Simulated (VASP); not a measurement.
# BaTiO3 (R3m) in VASP: a series of runs

BaTiO3 is run at these levels: PBE+U; tasks: single point.

Program: VASP 6.6.1. These are calculated values, not measurements. Logs are shortened: lines on timing, memory, paths and dates and some standing lists are left out, and cuts for length are marked.

## 1. The cell of the first run

It takes space group R3m (No. 160, trigonal). The conventional cell has a = 5.721 Å, b = 5.721 Å, c = 7.038 Å, α = 90.00°, β = 90.00°, γ = 120.00°. Within 3.7 Å of Ba (site symmetry 3m) lie 12 O at 2.84 to 2.90 Å and 8 Ti at 3.49 to 3.55 Å. Within 2.6 Å of Ti (site symmetry 3m) lie 6 O at 1.98 to 2.08 Å. Within 2.6 Å of O (site symmetry m) lie 2 Ti at 1.98 to 2.08 Å.

## 2. Single point, PBE+U (atoms displaced along a vibrational mode)

Contents of INCAR:

```
SYSTEM = BaTiO3
PREC     = Accurate       ! precision mode
ENCUT    = 520            ! plane-wave cutoff, eV
EDIFF    = 1E-7           ! SCF threshold, eV
ISMEAR   = 0              ! smearing method
SIGMA    = 0.01           ! smearing width, eV
LREAL    = .FALSE.        ! projectors in reciprocal space
LASPH    = .TRUE.         ! aspherical terms in the spheres
NELM     = 150            ! most SCF steps
ALGO     = Normal         ! electronic algorithm
ISIF     = 2              ! what is computed and relaxed
LWAVE    = .FALSE.        ! write WAVECAR
LCHARG   = .FALSE.        ! write CHGCAR
LMAXMIX  = 4              ! l up to which the mixer works
LDAU     = .TRUE.         ! DFT+U
LDAUTYPE = 2            
LDAUL    = -1 2 -1        ! shell
LDAUU    = 0 4 0          ! U, eV
LDAUJ    = 0 0 0        
LDAUPRINT= 1            
GGA      = PE             ! functional
NBANDS   = 28             ! bands
```

Contents of KPOINTS:

```
Automatic mesh
0
G
  6 6 6
  0 0 0
```

Contents of POSCAR:

```
BaTiO3
1.0
    2.8603720851      1.6514365933      2.3460535783
   -2.8603720851      1.6514365933      2.3460535783
    0.0000000000     -3.3028731867      2.3460535783
Ba Ti O
1 1 3
Direct
    0.0026800181      0.0026800181      0.0026800181
    0.5067277112      0.5067277112      0.5067277112
    0.4977370928      0.4977370928      0.9946381393
    0.4977370928      0.9946381393      0.4977370928
    0.9946381393      0.4977370928      0.4977370928
```

Potentials or basis: VASP PAW PBE potentials, release 64 (Ba_sv, Ti_sv, O).

Launch:

```sh
$ cat potpaw_PBE.64/Ba_sv/POTCAR potpaw_PBE.64/Ti_sv/POTCAR potpaw_PBE.64/O/POTCAR > POTCAR
$ mpirun -np 1 vasp_std > vasp.out
```

OUTCAR:

```text
SYSTEM = BaTiO3
   PREC = Accurate
   ENCUT = 520
   EDIFF = 1E-7
   ISMEAR = 0
   LREAL = .FALSE.
   LASPH = .TRUE.
   NELM = 150
   ISIF = 2
   GGA = PE

 ion  position               nearest neighbor table
   1  0.003  0.003  0.003-   3 2.84   4 2.84   5 2.84   3 2.86   3 2.86   5 2.86   4 2.86   4 2.86
                             5 2.86   3 2.90   4 2.90   5 2.90   2 3.49   2 3.50   2 3.50   2 3.50
   2  0.507  0.507  0.507-   4 1.98   5 1.98   3 1.98   4 2.08   5 2.08   3 2.08   1 3.49   1 3.50
                             1 3.50   1 3.50   1 3.51   1 3.51   1 3.51   1 3.55
   3  0.498  0.498  0.995-   2 1.98   2 2.08   1 2.84   1 2.86   1 2.86   1 2.90
   4  0.498  0.995  0.498-   2 1.98   2 2.08   1 2.84   1 2.86   1 2.86   1 2.90
   5  0.995  0.498  0.498-   2 1.98   2 2.08   1 2.84   1 2.86   1 2.86   1 2.90

  LATTYP: Found a trigonal (rhomboedric) cell.
 ALAT       =     4.0512885208
 COS(alpha) =     0.0030148013

  Lattice vectors:

 A1 = (   2.8603720851,   1.6514365933,   2.3460535783)
 A2 = (  -2.8603720851,   1.6514365933,   2.3460535783)
 A3 = (   0.0000000000,  -3.3028731867,   2.3460535783)

Analysis of symmetry for initial positions (statically):
=====================================================================
 Subroutine PRICEL returns:
 Original cell was already a primitive cell.

 Routine SETGRP: Setting up the symmetry group for a
 trigonal (rhombohedral) supercell.

 Subroutine GETGRP returns: Found  6 space group operations
 (whereof  6 operations were pure point group operations)
 out of a pool of 12 trial point group operations.

The static configuration has the point symmetry C_3v.

Analysis of symmetry for dynamics (positions and initial velocities):
=====================================================================
 Subroutine PRICEL returns:
 Original cell was already a primitive cell.

 Routine SETGRP: Setting up the symmetry group for a
 trigonal (rhombohedral) supercell.

 Subroutine GETGRP returns: Found  6 space group operations
 (whereof  6 operations were pure point group operations)
[... 163 lines left out ...]

  0.1473  0.0000  0.0000  0.0607  0.0000
  0.0000  0.1882  0.0000  0.0000  0.0607
  0.0000  0.0000  0.1033 -0.0000  0.0000
  0.0607  0.0000 -0.0000  0.1882  0.0000
  0.0000  0.0607  0.0000  0.0000  0.1473

 occupancies and eigenvectors

  o =  0.1033  v =  0.0000 -0.0000 -1.0000  0.0000  0.0000  0.0000  0.0000  0.0000  0.0000  0.0000      0.0000  0.0000  0.0000  0.0000  0.0000  0.0000  0.0000  0.0000  0.0000  0.0000
  o =  0.1033  v =  0.0000  0.0000  0.0000  0.0000  0.0000  0.0000 -0.0000 -1.0000  0.0000  0.0000      0.0000  0.0000  0.0000  0.0000  0.0000  0.0000  0.0000  0.0000  0.0000  0.0000
  o =  0.1037  v =  0.0000 -0.5834  0.0000  0.0000  0.8122  0.0000  0.0000  0.0000  0.0000  0.0000      0.0000  0.0000  0.0000  0.0000  0.0000  0.0000  0.0000  0.0000  0.0000  0.0000
  o =  0.1037  v =  0.0000  0.0000  0.0000  0.0000  0.0000  0.0000 -0.5834  0.0000  0.0000  0.8122      0.0000  0.0000  0.0000  0.0000  0.0000  0.0000  0.0000  0.0000  0.0000  0.0000
  o =  0.1037  v =  0.0000  0.0000  0.0000  0.0000  0.0000 -0.8122  0.0000  0.0000  0.5834  0.0000      0.0000  0.0000  0.0000  0.0000  0.0000  0.0000  0.0000  0.0000  0.0000  0.0000
  o =  0.1037  v = -0.8122  0.0000  0.0000  0.5834  0.0000  0.0000  0.0000  0.0000  0.0000  0.0000      0.0000  0.0000  0.0000  0.0000  0.0000  0.0000  0.0000  0.0000  0.0000  0.0000
  o =  0.2318  v =  0.0000  0.0000  0.0000  0.0000  0.0000 -0.5834  0.0000 -0.0000 -0.8122 -0.0000      0.0000  0.0000  0.0000  0.0000  0.0000  0.0000  0.0000  0.0000  0.0000  0.0000
  o =  0.2318  v = -0.5834  0.0000 -0.0000 -0.8122 -0.0000  0.0000  0.0000  0.0000  0.0000  0.0000      0.0000  0.0000  0.0000  0.0000  0.0000  0.0000  0.0000  0.0000  0.0000  0.0000
  o =  0.2318  v =  0.0000 -0.8122 -0.0000  0.0000 -0.5834  0.0000  0.0000  0.0000  0.0000  0.0000      0.0000  0.0000  0.0000  0.0000  0.0000  0.0000  0.0000  0.0000  0.0000  0.0000
  o =  0.2318  v =  0.0000  0.0000  0.0000  0.0000  0.0000  0.0000 -0.8122 -0.0000  0.0000 -0.5834      0.0000  0.0000  0.0000  0.0000  0.0000  0.0000  0.0000  0.0000  0.0000  0.0000

 number of electron      39.9999984 magnetization

 Free energy of the ion-electron system (eV)
  ---------------------------------------------------
  ext. energy  EPLUGINS =         0.00000000
  ---------------------------------------------------
  free energy    TOTEN  =       -37.34538368 eV

  energy without entropy =      -37.34538368  energy(sigma->0) =      -37.34538368

 E-fermi :   3.8526     XC(G=0): -11.0752

 val. band max:        3.6872616941   @ k =   0.5000   0.5000   0.5000
 cond. band min:       5.8976873888   @ k =   0.0000   0.0000   0.0000
 fundamental gap:      2.2104256947
 Fermi energy:         3.8526333599

 k-point     1 :       0.0000    0.0000    0.0000
  band No.  band energies     occupation
      1     -54.1682      2.00000
      2     -30.3164      2.00000
      3     -30.3164      2.00000
      4     -30.3153      2.00000
      5     -21.2167      2.00000
      6     -13.1709      2.00000
[... 733 lines left out ...]
     27      11.6590      0.00000
     28      12.0639      0.00000

 [... further k-points ...]

------------------------ aborting loop because EDIFF is reached ----------------------------------------

  FORCE on cell =-STRESS in cart. coord.  units (eV):
  Direction    XX          YY          ZZ          XY          YZ          ZX
  --------------------------------------------------------------------------------------
  -------------------------------------------------------------------------------------
  Total        0.5936288      0.5936288      0.2067120      0.0000000     -0.0000000      0.0000000
  in kB       14.3038177     14.3038177      4.9808402      0.0000000     -0.0000000      0.0000000
  external PRESSURE =      11.1961585 kB  Pullay stress =       0.0000000 kB

 VOLUME and BASIS-vectors are now :
 -----------------------------------------------------------------------------
  energy-cutoff  :      520.00
  volume of cell :       66.49
      direct lattice vectors                 reciprocal lattice vectors
     2.860372085  1.651436593  2.346053578     0.174802433  0.100922232  0.142082575
    -2.860372085  1.651436593  2.346053578    -0.174802433  0.100922232  0.142082575
     0.000000000 -3.302873187  2.346053578     0.000000000 -0.201844464  0.142082575

 POSITION                                       TOTAL-FORCE (eV/Angst)
 -----------------------------------------------------------------------------------
      0.00000     -0.00000      0.01886         0.000000      0.000000     -0.015272
      0.00000     -0.00000      3.56643         0.000000      0.000000     -0.073298
      0.00000     -1.64120      4.66891         0.000000     -0.050789      0.029523
     -1.42132      0.82060      4.66891        -0.043984      0.025394      0.029523
      1.42132      0.82060      4.66891         0.043984      0.025394      0.029523
 -----------------------------------------------------------------------------------
    total drift:                                0.000000      0.000003     -0.002141

  FREE ENERGIE OF THE ION-ELECTRON SYSTEM (eV)
  ---------------------------------------------------
  free  energy   TOTEN  =       -37.3453836768 eV

  energy  without entropy=      -37.3453836768  energy(sigma->0) =      -37.34538368
```

OSZICAR:

```text
N       E                     dE             d eps       ncg     rms          rms(c)
DAV:   1     0.437071634694E+03    0.43707E+03   -0.20669E+04  1792   0.154E+03
DAV:   2    -0.378031386424E+01   -0.44085E+03   -0.42160E+03  2048   0.428E+02
DAV:   3    -0.474442448737E+02   -0.43664E+02   -0.43331E+02  2528   0.133E+02
DAV:   4    -0.494140224947E+02   -0.19698E+01   -0.19654E+01  2684   0.244E+01
DAV:   5    -0.494807651119E+02   -0.66743E-01   -0.66725E-01  2472   0.333E+00    0.226E+01
DAV:   6    -0.372839386906E+02    0.12197E+02   -0.57557E+01  2676   0.657E+01    0.881E+00
DAV:   7    -0.374000484111E+02   -0.11611E+00   -0.70535E+00  2296   0.158E+01    0.526E+00
DAV:   8    -0.373957530682E+02    0.42953E-02   -0.15625E+00  2212   0.105E+01    0.256E+00
DAV:   9    -0.373501878092E+02    0.45565E-01   -0.25224E-01  2140   0.461E+00    0.104E+00
DAV:  10    -0.373657756217E+02   -0.15588E-01   -0.12370E-01  2096   0.221E+00    0.118E+00
DAV:  11    -0.373455951272E+02    0.20180E-01   -0.82853E-02  2260   0.259E+00    0.181E-01
DAV:  12    -0.373453552398E+02    0.23989E-03   -0.35177E-03  2116   0.546E-01    0.526E-02
DAV:  13    -0.373453848020E+02   -0.29562E-04   -0.47852E-04  2496   0.134E-01    0.335E-02
DAV:  14    -0.373453835884E+02    0.12136E-05   -0.56132E-05  2248   0.533E-02    0.786E-03
DAV:  15    -0.373453882570E+02   -0.46686E-05   -0.11910E-05  2384   0.342E-02    0.166E-02
DAV:  16    -0.373453836117E+02    0.46453E-05   -0.17226E-05  2400   0.357E-02    0.256E-03
DAV:  17    -0.373453836768E+02   -0.65063E-07   -0.99708E-07  2052   0.835E-03
   1 F= -.37345384E+02 E0= -.37345384E+02  d E =-.887376-123
```

It took 27 s on 1 thread of Intel Xeon 6975P-C (Granite Rapids), shared host; peak memory 0.2 GiB.

What came out:

| Property | Result |
| --- | --- |
| Free energy | -37.3454 eV |
| Pressure | 1.1 GPa |
| Largest force | 0.073 eV/Å |
| Band gap on the k mesh | 2.21 eV (least direct gap 2.46 eV) |

Forces in eV/Å, atoms in the order of the input:
```
Ba   0.000  0.000 -0.015
Ti   0.000  0.000 -0.073
O    0.000 -0.051  0.030
O   -0.044  0.025  0.030
O    0.044  0.025  0.030
```

Stress tensor (GPa, compression positive):
```
1.43 0.00 0.00
0.00 1.43 0.00
0.00 0.00 0.50
```

Eigenvalues of the final occupation matrices:
```csv
site,spin,trace,eigenvalues
site 2 d,1,0.77,0.10 0.10 0.10 0.23 0.23
site 2 d,2,0.77,0.10 0.10 0.10 0.23 0.23
```

Caveat: the cell differs from its parent crystal (atoms displaced along a vibrational mode); spin-orbit coupling is left out, which moves the levels of the heavy elements.

## 3. Single point, PBE+U (atoms displaced along a vibrational mode)

Contents of INCAR:

```
SYSTEM = BaTiO3
PREC = Accurate
ENCUT = 520
EDIFF = 1E-6
ISMEAR = 0
SIGMA = 0.01
LREAL = .False.
LASPH = .True.
NELM = 150
ALGO = Normal
ISIF = 2
LWAVE = .False.
LCHARG = .True.
LMAXMIX = 4
LDAU = .True.
LDAUTYPE = 2
LDAUL = -1 2 -1
LDAUU = 0 4 0
LDAUJ = 0 0 0
LDAUPRINT = 1
GGA = PE
LELF = .True.
LVHAR = .True.
NBANDS = 28
```

Contents of KPOINTS:

```
regular mesh
0
Gamma
  6 6 6
  0 0 0
```

Contents of POSCAR:

```
BaTiO3
1.0
    2.8603720851      1.6514365933      2.3460535783
   -2.8603720851      1.6514365933      2.3460535783
    0.0000000000     -3.3028731867      2.3460535783
Ba Ti O
1 1 3
Direct
    0.0026800181      0.0026800181      0.0026800181
    0.5052098263      0.5052098263      0.5052098263
    0.4995906898      0.4995906898      0.9976538439
    0.4995906898      0.9976538439      0.4995906898
    0.9976538439      0.4995906898      0.4995906898
```

Potentials or basis: VASP PAW PBE potentials, release 64 (Ba_sv, Ti_sv, O).

Launch:

```sh
$ cat potpaw_PBE.64/Ba_sv/POTCAR potpaw_PBE.64/Ti_sv/POTCAR potpaw_PBE.64/O/POTCAR > POTCAR
$ mpirun -np 1 vasp_std > vasp.out
```

Wall time 27 s (1 thread of Intel Xeon 6975P-C (Granite Rapids), shared host); peak memory 0.21 GiB.

The run converged. Its results:

```
Free energy            : -37.3473 eV
Pressure               : 0.8 GPa
Largest force          : 0.032 eV/Å
Band gap on the k mesh : 2.16 eV (least direct gap 2.38 eV)
```

Forces on the atoms (eV/Å):
```
Ba   0.000  0.000 -0.010
Ti   0.000  0.000 -0.032
O    0.000 -0.026  0.014
O   -0.023  0.013  0.014
O    0.023  0.013  0.014
```

Stress tensor (GPa, compression positive):
```
1.18 0.00 0.00
0.00 1.18 0.00
0.00 0.00 0.17
```

Levels at points of the mesh, in eV from the valence-band top:
```tsv
k point	band 17	band 18	band 19	band 20	band 21	band 22	band 23	band 24
(0.00, 0.00, 0.00)	-1.04	-0.26	-0.23	-0.23	2.16	2.16	2.18	3.73
(0.50, 0.00, 0.00)	-1.70	-1.69	-0.81	-0.78	2.33	3.73	3.74	3.74
(0.50, 0.50, 0.00)	-1.88	-0.91	-0.90	-0.09	3.75	3.76	4.17	4.47
(0.50, 0.50, 0.50)	-2.32	-0.01	0.00	0.00	4.38	4.38	4.38	6.47
```

Eigenvalues of the final occupation matrices:
```tsv
site	spin	trace	eigenvalues
site 2 d	1	0.77	0.10 0.10 0.10 0.23 0.23
site 2 d	2	0.77	0.10 0.10 0.10 0.23 0.23
```

Caveat: the cell differs from its parent crystal (atoms displaced along a vibrational mode); spin-orbit coupling is left out, which moves the levels of the heavy elements.

## 4. Single point, PBE+U

Contents of INCAR:

```
PREC = Accurate ; ENCUT = 520
EDIFF = 1E-6 ; ISMEAR = 0
SIGMA = 0.01 ; LREAL = F
LASPH = T ; NELM = 150
ALGO = Normal ; ISIF = 2
LWAVE = F ; LCHARG = F
LMAXMIX = 4 ; LDAU = T
LDAUTYPE = 2 ; LDAUL = -1 2 -1
LDAUU = 0 4 0 ; LDAUJ = 0 0 0
LDAUPRINT = 1 ; GGA = PE
NBANDS = 28
```

Contents of KPOINTS:

```
Automatic mesh
0
Gamma
  6 6 6
```

Contents of POSCAR:

```
BaTiO3
1.0
    2.8603720851      1.6514365933      2.3460535783
   -2.8603720851      1.6514365933      2.3460535783
    0.0000000000     -3.3028731867      2.3460535783
Ba Ti O
1 1 3
Direct
    0.0026800181      0.0026800181      0.0026800181
    0.5036919414      0.5036919414      0.5036919414
    0.5014442868      0.5014442868      1.0006695484
    0.5014442868      1.0006695484      0.5014442868
    1.0006695484      0.5014442868      0.5014442868
```

Launch:

```sh
$ cat potpaw_PBE.64/Ba_sv/POTCAR potpaw_PBE.64/Ti_sv/POTCAR potpaw_PBE.64/O/POTCAR > POTCAR
$ mpirun -np 1 vasp_std > vasp.out
```

Run time: 27 s. Hardware: 1 thread of Intel Xeon 6975P-C (Granite Rapids), shared host; peak memory 0.2 GiB.

It converged, with:

* Free energy: -37.3482 eV
* Pressure: 0.7 GPa
* Largest force: 0.010 eV/Å
* Band gap on the k mesh: 2.13 eV (least direct gap 2.34 eV)

Forces in eV/Å, atoms in the order of the input:
```
Ba   0.000  0.000 -0.004
Ti   0.000  0.000 -0.010
O    0.000 -0.009  0.005
O   -0.008  0.005  0.005
O    0.008  0.005  0.005
```

Stress tensor (GPa, compression positive):
```
 1.05  0.00  0.00
 0.00  1.05  0.00
 0.00  0.00 -0.01
```

Levels at points of the mesh, in eV from the valence-band top:
| k point | band 16 | band 17 | band 18 | band 19 | band 20 | band 21 | band 22 | band 23 | band 24 | band 25 |
| --- | --- | --- | --- | --- | --- | --- | --- | --- | --- | --- |
| (0.00, 0.00, 0.00) | -1.06 | -1.04 | -0.24 | -0.22 | -0.22 | 2.13 | 2.13 | 2.14 | 3.70 | 3.70 |
| (0.50, 0.00, 0.00) | -1.84 | -1.71 | -1.70 | -0.80 | -0.77 | 2.30 | 3.70 | 3.73 | 3.73 | 5.54 |
| (0.50, 0.50, 0.00) | -2.50 | -1.89 | -0.91 | -0.90 | -0.09 | 3.74 | 3.74 | 4.15 | 4.45 | 7.26 |
| (0.50, 0.50, 0.50) | -2.32 | -2.32 | -0.01 | 0.00 | 0.00 | 4.36 | 4.36 | 4.37 | 6.48 | 6.48 |

Eigenvalues of the final occupation matrices:
| site | spin | trace | eigenvalues |
| --- | --- | --- | --- |
| site 2 d | 1 | 0.77 | 0.10 0.10 0.10 0.23 0.23 |
| site 2 d | 2 | 0.77 | 0.10 0.10 0.10 0.23 0.23 |

Caveat: spin-orbit coupling is left out, which moves the levels of the heavy elements.

## 5. The runs side by side

| cell | gap on the mesh (eV) | pressure (GPa) | largest force (eV/Å) |
| --- | --- | --- | --- |
| as given, atomic positions A | 2.21 | 1.1 | 0.07 |
| as given, atomic positions B | 2.16 | 0.8 | 0.03 |
| as given, atomic positions C | 2.13 | 0.7 | 0.01 |

Alike in all rows: task single point; level PBE+U; potentials or basis VASP PAW PBE potentials, release 64 (Ba_sv, Ti_sv, O); no spin polarisation; Ti d U = 4.0 eV; k mesh 6 × 6 × 6; cutoff (eV) 520; smearing gaussian 0.01 eV.

Caveats: spin-orbit coupling is left out, which moves the levels of the heavy elements.

Absolute energies hang on the potentials; compare differences alone.
